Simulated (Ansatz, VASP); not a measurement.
## KBr: VASP beside Ansatz

The input POSCAR:

```
KBr
1.0
    0.0000000000      3.6510411964      3.6510411964
    3.6510411964      0.0000000000      3.6510411964
    3.6510411964      3.6510411964      0.0000000000
K Br
1 1
Direct
    0.0000000000      0.0000000000      0.0000000000
    0.2500000000      0.2500000000      0.2500000000
```

The input INCAR.step1:

```
ALGO     = Normal         # electronic algorithm
EDIFF    = 1E-4           # SCF threshold, eV
ENCUT    = 520            # plane-wave cutoff, eV
GGA      = PE             # functional
ISMEAR   = 0              # smearing method
LASPH    = T              # aspherical terms in the spheres
LCHARG   = F              # write CHGCAR
LREAL    = F              # projectors in reciprocal space
LWAVE    = T              # write WAVECAR
NBANDS   = 15             # bands
NELM     = 100            # most SCF steps
PREC     = Accurate       # precision mode
SIGMA    = 0.01           # smearing width, eV
```

Contents of INCAR.step2:

```
ALGO     = Normal         # electronic algorithm
EDIFF    = 1E-7           # SCF threshold, eV
ENCUT    = 520            # plane-wave cutoff, eV
ISIF     = 2              # what is computed and relaxed
ISMEAR   = 0              # smearing method
ISTART   = 1            
LASPH    = T              # aspherical terms in the spheres
LCHARG   = F              # write CHGCAR
LMIXTAU  = T            
LREAL    = F              # projectors in reciprocal space
LWAVE    = F              # write WAVECAR
METAGGA  = R2SCAN         # meta-GGA
NBANDS   = 15             # bands
NELM     = 100            # most SCF steps
PREC     = Accurate       # precision mode
SIGMA    = 0.01           # smearing width, eV
```

KPOINTS

```
k-points
0
Gamma
  6 6 6
```

Input for Ansatz:

```yaml
crystal:
  lattice:
    - [0.0, 3.6510411964, 3.6510411964]
    - [3.6510411964, 0.0, 3.6510411964]
    - [3.6510411964, 3.6510411964, 0.0]
  atoms:
    - { symbol: K, position: [0.0, 0.0, 0.0] }
    - { symbol: Br, position: [0.25, 0.25, 0.25] }
kpoints:
  mp_grid: { grid: [6, 6, 6] }
hamiltonian:
  xc: r2scan
scf:
  occupations: { method: fixed }
  n_extra_bands: 4
output:
  forces: true
  stress: true
  eigenvalues: true
```

Alike in both runs: task single point; functional r2SCAN; k mesh 6 × 6 × 6; no spin polarisation.

|  | VASP | Ansatz |
| --- | --- | --- |
| version | VASP 6.6.1 | Ansatz 0.2.0 |
| potentials or method | VASP PAW PBE potentials, release 64 (K_sv, Br) | plane waves, PAW |
| plane-wave cutoff (eV) | 520 | 500 |
| occupations | gaussian, width 0.01 eV | fixed |
| valence electrons in the cell | 16 | 16 |

|  | VASP | Ansatz | Ansatz less VASP |
| --- | --- | --- | --- |
| gap on the k mesh at the Fermi level (eV) | 4.89 | 4.89 | 0.000 |
| pressure (GPa) | 0.3 | 0.3 | 0.00 |

VASP's potentials were made for PBE, not for r2SCAN.
